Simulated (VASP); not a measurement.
# Pb (I4_1/amd) in VASP: single point with PBE

Aim: the single point of Pb with PBE.

Everything below comes from runs of VASP 6.6.1. Logs are shortened: lines on timing, memory, paths and dates and some standing lists are left out, and cuts for length are marked.

## 1. The cell of the first run

Symmetry: I4_1/amd, No. 141, tetragonal system. The conventional cell has a = 4.863 Å, b = 4.863 Å, c = 6.672 Å, α = 90.00°, β = 90.00°, γ = 90.00°. Within 3.9 Å of Pb (site symmetry -4m2) lie 4 Pb at 2.95 Å.

## 2. Single point, PBE (zz strain of -3 %)

Contents of INCAR:

```
ALGO     = Normal         # electronic algorithm
EDIFF    = 1E-6           # SCF threshold, eV
ENCUT    = 520            # plane-wave cutoff, eV
GGA      = PE             # functional
ISIF     = 2              # what is computed and relaxed
ISMEAR   = -1             # smearing method
LASPH    = True           # aspherical terms in the spheres
LCHARG   = False          # write CHGCAR
LREAL    = False          # projectors in reciprocal space
LWAVE    = False          # write WAVECAR
NBANDS   = 21             # bands
NELM     = 100            # most SCF steps
PREC     = Accurate       # precision mode
SIGMA    = 0.05           # smearing width, eV
```

Contents of KPOINTS:

```
k-points
0
Gamma
  8 8 8
```

Contents of POSCAR:

```
Pb
1.0
    0.0000000000      3.4390000555      3.3358300538
    3.4390000555      0.0000000000      3.3358300538
    3.4390000555      3.4390000555      0.0000000000
Pb
2
Direct
    0.0000000000      0.0000000000      0.0000000000
    0.2500000000      0.2500000000      0.2500000000
```

Potentials or basis: VASP PAW PBE potentials, release 64 (Pb_d).

Started as:

```console
$ cat potpaw_PBE.64/Pb_d/POTCAR > POTCAR
$ mpirun -np 1 vasp_std > vasp.out
```

OUTCAR:

```text
EDIFF = 1E-6
   ENCUT = 520
   GGA = PE
   ISIF = 2
   ISMEAR = -1
   LASPH = True
   LREAL = False
   NELM = 100
   PREC = Accurate

 ion  position               nearest neighbor table
   1  0.000  0.000  0.000-   2 2.95   2 2.95   2 2.95   2 2.95
   2  0.250  0.250  0.250-   1 2.95   1 2.95   1 2.95   1 2.95

  LATTYP: Found a body centered tetragonal cell.
 ALAT       =     4.8634805195
 C/A-ratio  =     1.3717871555

  Lattice vectors:

 A1 = (   0.0000000000,  -3.4390000555,  -3.3358300538)
 A2 = (   0.0000000000,   3.4390000555,  -3.3358300538)
 A3 = (   3.4390000555,   0.0000000000,   3.3358300538)

Analysis of symmetry for initial positions (statically):
=====================================================================
 Subroutine PRICEL returns:
 Original cell was already a primitive cell.

 Routine SETGRP: Setting up the symmetry group for a
 body centered tetragonal supercell.

 Subroutine GETGRP returns: Found 16 space group operations
 (whereof  8 operations were pure point group operations)
 out of a pool of 16 trial point group operations.

The static configuration has the point symmetry D_2d.
 The point group associated with its full space group is D_4h.

Analysis of symmetry for dynamics (positions and initial velocities):
=====================================================================
 Subroutine PRICEL returns:
 Original cell was already a primitive cell.

 Routine SETGRP: Setting up the symmetry group for a
 body centered tetragonal supercell.

 Subroutine GETGRP returns: Found 16 space group operations
 (whereof  8 operations were pure point group operations)
 out of a pool of 16 trial point group operations.

The dynamic configuration has the point symmetry D_2d.
 The point group associated with its full space group is D_4h.

 Subroutine INISYM returns: Found 16 space group operations
 (whereof  8 operations are pure point group operations),
 and found     1 'primitive' translations

----------------------------------------------------------------------------------------

                                     Primitive cell

  volume of cell :      78.9039

  direct lattice vectors                    reciprocal lattice vectors
     0.000000000  3.439000056  3.335830054    -0.145391100  0.145391100  0.149887732
     3.439000056  0.000000000  3.335830054     0.145391100 -0.145391100  0.149887732
     3.439000056  3.439000056  0.000000000     0.145391100  0.145391100 -0.149887732

  length of vectors
     4.791083753  4.791083753  4.863480519     0.254447393  0.254447393  0.254447393

  position of ions in fractional coordinates (direct lattice)
     0.000000000  0.000000000  0.000000000
     0.250000000  0.250000000  0.250000000

  ion indices of the primitive-cell ions
   primitive index   ion index
                 1           1
                 2           2

----------------------------------------------------------------------------------------

 KPOINTS: k-points

Automatic generation of k-mesh.
 Grid dimensions read from file:
 generate k-points for:    8    8    8

 Generating k-lattice:

  Cartesian coordinates                     Fractional coordinates (reciprocal lattice)
    -0.018173887  0.018173887  0.018735966     0.125000000  0.000000000  0.000000000
     0.018173887 -0.018173887  0.018735966     0.000000000  0.125000000  0.000000000
     0.018173887  0.018173887 -0.018735966     0.000000000  0.000000000  0.125000000

  Length of vectors
     0.031805924  0.031805924  0.031805924

  Shift w.r.t. Gamma in fractional coordinates (k-lattice)
     0.000000000  0.000000000  0.000000000

 Subroutine IBZKPT returns following result:
 ===========================================

 Found     59 irreducible k-points:

 Following reciprocal coordinates:
            Coordinates               Weight
  0.000000  0.000000  0.000000      1.000000
  0.125000  0.000000  0.000000      8.000000
  0.250000  0.000000  0.000000      8.000000
  0.375000  0.000000  0.000000      8.000000
  0.500000  0.000000  0.000000      4.000000
  0.125000  0.125000  0.000000      2.000000
[... 16 lines left out ...]
  0.250000  0.000000  0.125000     16.000000
  0.375000  0.000000  0.125000     16.000000
 [... further k-points ...]
   k-points           NKPTS =     59   k-points in BZ     NKDIM =     59   number of bands    NBANDS=     21
   number of dos      NEDOS =    301   number of ions     NIONS =      2
   total plane-waves  NPLWV =  46656
   dimension x,y,z NGX =    36 NGY =   36 NGZ =   36
   dimension x,y,z NGXF=    72 NGYF=   72 NGZF=   72
   ions per type =               2
   NGX,Y,Z   is equivalent  to a cutoff of  12.49, 12.49, 12.31 a.u.
   NGXF,Y,Z  is equivalent  to a cutoff of  24.98, 24.98, 24.61 a.u.
 SYSTEM =  unknown system
   PREC   = accura    normal or accurate (medium, high low for compatibility)
   ISTART =      0    job   : 0-new  1-cont  2-samecut
   ICHARG =      2    charge: 1-file 2-atom 10-const
   ISPIN  =      1    spin polarized calculation?
   LNONCOLLINEAR =      F non collinear calculations
   LSORBIT =      F    spin-orbit coupling
   LASPH  =      T    aspherical Exc in radial PAW
   ENCUT  =  520.0 eV  38.22 Ry    6.18 a.u.   8.91  8.91  9.04*2*pi/ulx,y,z
   NELM   =    100;   NELMIN=  2; NELMDL= -5     # of ELM steps
   EDIFF  = 0.1E-05   stopping-criterion for ELM
   LREAL  =      F    real-space projection
   EDIFFG = 0.1E-04   stopping-criterion for IOM
   NSW    =      0    number of steps for IOM
   IBRION =     -1    ionic relax: 0-MD 1-quasi-New 2-CG
   NFREE  =      0    steps in history (QN), initial steepest desc. (CG)
   ISIF   =      2    stress and relaxation
   ISYM   =      2    0-nonsym 1-usesym 2-fastsym
   POTIM  = 0.5000    time-step for ionic-motion
   TEBEG  =    0.0;   TEEND  =   0.0 temperature during run
   PSTRESS=    0.0 pullay stress
   NELECT =      28.0000    total number of electrons
   NUPDOWN=      -1.0000    fix difference up-down
   EMIN   =  10.00;   EMAX   =-10.00  energy-range for DOS
   EFERMI =   0.00;   METHOD = LEGACY
   ISMEAR =    -1;   SIGMA  =   0.05  broadening in eV -4-tet -1-fermi 0-gaus
   EFERMI_NEDOS =   21; number of points for ismear=-14 and -15
   IALGO  =     38    algorithm
   IMIX   =      4    mixing-type and parameters
     AMIX     =   0.40;   BMIX     =  1.00
     AMIX_MAG =   1.60;   BMIX_MAG =  1.00
  volume/ion in A,a.u.               =      39.45       266.23
  Fermi-wavevector in a.u.,A,eV,Ry     =   1.159030  2.190249 18.277400  1.343351
  Thomas-Fermi vector in A             =   2.295627
   LORBIT       =      0    0 simple, 1 ext, 2 COOP (PROOUT), +10 PAW based schemes
   GGA     = PE    functional components
   LHFCALC =     F    Hartree Fock is set to
   AEXX    =    0.0000 exact exchange contribution
   IVDW    =     0    specifies the selected vdW correction
   LEPSILON=     F    determine dielectric tensor
   LRPA    =     F    only Hartree local field effects (RPA)
 non-spin polarized calculation
  energy-cutoff  :      520.00
  volume of cell :       78.90
 maximum number of plane-waves:      2146
   NGX = 17   NGY = 17   NGZ = 19

 number of electron      28.0000009 magnetization

 Free energy of the ion-electron system (eV)
  ---------------------------------------------------
  ext. energy  EPLUGINS =         0.00000000
  ---------------------------------------------------
  free energy    TOTEN  =        -6.51986470 eV

  energy without entropy =       -6.51630517  energy(sigma->0) =       -6.51808493

 E-fermi :   4.6628     XC(G=0):  -8.5585

 val. band max:        4.6066126935   @ k =  -0.1250   0.1250   0.0000
 cond. band min:       4.6945490620   @ k =   0.1250   0.0000   0.0000
 fundamental gap:      0.0879363685
 Fermi energy:         4.6627583886

 k-point     1 :       0.0000    0.0000    0.0000
  band No.  band energies     occupation
      1     -12.6526      2.00000
      2     -12.6327      2.00000
      3     -12.6327      2.00000
      4     -12.5631      2.00000
      5     -12.5526      2.00000
      6     -12.1033      2.00000
[... 13 lines left out ...]
     20      12.4949      0.00000
     21      12.4949      0.00000

 k-point     2 :       0.1250    0.0000    0.0000
  band No.  band energies     occupation
      1     -12.6641      2.00000
      2     -12.6498      2.00000
      3     -12.6343      2.00000
      4     -12.5379      2.00000
      5     -12.5296      2.00000
      6     -12.1276      2.00000
[... 13 lines left out ...]
     20      11.8605      0.00000
     21      11.9685      0.00000

 k-point     3 :       0.2500    0.0000    0.0000
  band No.  band energies     occupation
      1     -12.6853      2.00000
      2     -12.6698      2.00000
      3     -12.6271      2.00000
      4     -12.4999      2.00000
      5     -12.4934      2.00000
      6     -12.1609      2.00000
[... 13 lines left out ...]
     20      11.7535      0.00000
     21      11.8673      0.00000

 k-point     4 :       0.3750    0.0000    0.0000
  band No.  band energies     occupation
      1     -12.6978      2.00000
      2     -12.6790      2.00000
      3     -12.6180      2.00000
      4     -12.4762      2.00000
      5     -12.4709      2.00000
      6     -12.1811      2.00000
[... 13 lines left out ...]
     20      12.4043      0.00000
     21      12.4671      0.00000

 k-point     5 :       0.5000    0.0000    0.0000
  band No.  band energies     occupation
      1     -12.7013      2.00000
      2     -12.6811      2.00000
      3     -12.6140      2.00000
      4     -12.4695      2.00000
      5     -12.4647      2.00000
      6     -12.1874      2.00000
[... 13 lines left out ...]
     20      12.6503      0.00000
     21      13.1126      0.00000
[... 382 lines left out ...]
     20      13.0432      0.00000
     21      14.9356      0.00000

 k-point    22 :       0.1250    0.0000    0.1250
  band No.  band energies     occupation
      1     -12.6647      2.00000
      2     -12.6535      2.00000
      3     -12.6460      2.00000
      4     -12.5378      2.00000
      5     -12.5058      2.00000
      6     -12.1821      2.00000
[... 13 lines left out ...]
     20      10.8787      0.00000
     21      12.8637      0.00000

 k-point    23 :       0.2500    0.0000    0.1250
  band No.  band energies     occupation
      1     -12.6882      2.00000
      2     -12.6696      2.00000
      3     -12.6387      2.00000
      4     -12.5076      2.00000
      5     -12.4625      2.00000
      6     -12.2305      2.00000
[... 13 lines left out ...]
     20      11.1883      0.00000
     21      12.6450      0.00000

 k-point    24 :       0.3750    0.0000    0.1250
  band No.  band energies     occupation
      1     -12.7091      2.00000
      2     -12.6869      2.00000
      3     -12.6125      2.00000
      4     -12.4749      2.00000
      5     -12.4355      2.00000
      6     -12.2527      2.00000
[... 13 lines left out ...]
     20      12.1571      0.00000
     21      12.9912      0.00000

 [... further k-points ...]
[... 5 lines left out ...]
  --------------------------------------------------------------------------------------
  -------------------------------------------------------------------------------------
  Total        1.6745000      1.6745000      1.7952856      0.0000000     -0.0000000     -0.0000000
  in kB       34.0014521     34.0014521     36.4540556      0.0000000     -0.0000000     -0.0000000
  external PRESSURE =      34.8189866 kB  Pullay stress =       0.0000000 kB

 VOLUME and BASIS-vectors are now :
 -----------------------------------------------------------------------------
  energy-cutoff  :      520.00
  volume of cell :       78.90
      direct lattice vectors                 reciprocal lattice vectors
     0.000000000  3.439000056  3.335830054    -0.145391100  0.145391100  0.149887732
     3.439000056  0.000000000  3.335830054     0.145391100 -0.145391100  0.149887732
     3.439000056  3.439000056  0.000000000     0.145391100  0.145391100 -0.149887732

 POSITION                                       TOTAL-FORCE (eV/Angst)
 -----------------------------------------------------------------------------------
      0.00000      0.00000      0.00000        -0.000000     -0.000000      0.000000
      1.71950      1.71950      1.66792         0.000000      0.000000     -0.000000
 -----------------------------------------------------------------------------------
    total drift:                                0.000000      0.000000      0.000000

  FREE ENERGIE OF THE ION-ELECTRON SYSTEM (eV)
  ---------------------------------------------------
  free  energy   TOTEN  =        -6.5198646986 eV

  energy  without entropy=       -6.5163051675  energy(sigma->0) =       -6.51808493
```

Run time: 72 s. Hardware: 1 thread of Intel Xeon Platinum 8259CL at 2.50GHz (Skylake/Cascade Lake), shared host; peak memory 0.24 GiB.

Results:

```
Free energy            : -6.5199 eV
Pressure               : 3.5 GPa
Band gap on the k mesh : zero (band 14 reaches 4.97 eV, above the bottom of band 15 at 3.94 eV)
```

Stress tensor (GPa, compression positive):
```
3.40 0.00 0.00
0.00 3.40 0.00
0.00 0.00 3.65
```

Levels at points of the mesh, in eV from the Fermi level:
```
           k point  band 11  band 12  band 13  band 14  band 15  band 16  band 17  band 18
(0.00, 0.00, 0.00)   -11.36    -3.80     0.31     0.31     0.50     2.31     2.44     2.44
(0.50, 0.00, 0.00)    -9.95    -7.19    -1.00    -0.92    -0.72     3.48     3.59     5.41
(0.50, 0.50, 0.00)    -8.55    -8.55    -2.19    -2.19     0.72     0.72     7.37     7.37
(0.50, 0.00, 0.50)    -8.63    -8.63    -2.04    -2.04     0.86     0.86     7.28     7.28
```

Caveat: the cell differs from its parent crystal (zz strain of -3 %); spin-orbit coupling is left out, which moves the levels of the heavy elements.
